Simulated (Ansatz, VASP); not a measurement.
# BeCdS4 in VASP and in Ansatz

```
Be Cd S
1.0
    -5.66036   -0.00158   -0.09164
    -0.03945    0.00192   -6.37510
     0.00224   -6.39530    0.00175
Be Cd S
2 2 8
Cartesian
  -0.2589 -3.5811 -3.5985
  0.2398 -0.3851 0.4125
  -2.8807 0.0716 -3.2728
  -2.8382 -3.1280 -6.3806
  -0.4705 -3.8083 -5.6716
  -5.1577 -2.2951 -0.5208
  -2.0924 -2.6947 -2.6909
  -3.6085 -3.6767 -3.8062
  -3.5843 -5.8955 -0.5854
  -2.1094 -0.4797 -5.8474
  -5.2472 -0.6113 -3.9821
  -0.5195 -5.4890 -2.7562
```

Change from the starting cell: cell x1, atoms moved at random (sigma 0.15 Å) and cell strained at random (1.5 %), then relaxed without symmetry.

Alike in both runs: functional PBE; k mesh 2 × 2 × 2; occupations gaussian, width 0.1 eV; no spin polarisation.

Ansatz relaxed the structure, and its values are those at the end. VASP's run is a single point on that final structure, the one shown.

```csv
,VASP,Ansatz
version,VASP 6.6.1,Ansatz 0.2.0
potentials or method,"VASP PAW PBE potentials, release 64 (Be, Cd, S), cutoff 520 eV","scalar-relativistic, plane waves, PAW"
valence electrons in the cell,76,92
```

Ansatz gave:

```
gap on the k mesh at the Fermi level (eV) : 1.77
least direct gap on the mesh (eV)         : 1.77
pressure (GPa)                            : 0.0
rms of the force components (eV/Å)        : 0.009
```

Task: What did VASP give for the same quantities?

Result: gap on the k mesh at the Fermi level (eV): 1.80; least direct gap on the mesh (eV): 1.80; pressure (GPa): 0.0; rms of the force components (eV/Å): 0.050.

VASP's potentials hold 76 valence electrons a cell and Ansatz's 92, so a difference there can come from the potentials and not from the codes.

The k mesh is coarse, so the values compare programs but aren't converged.
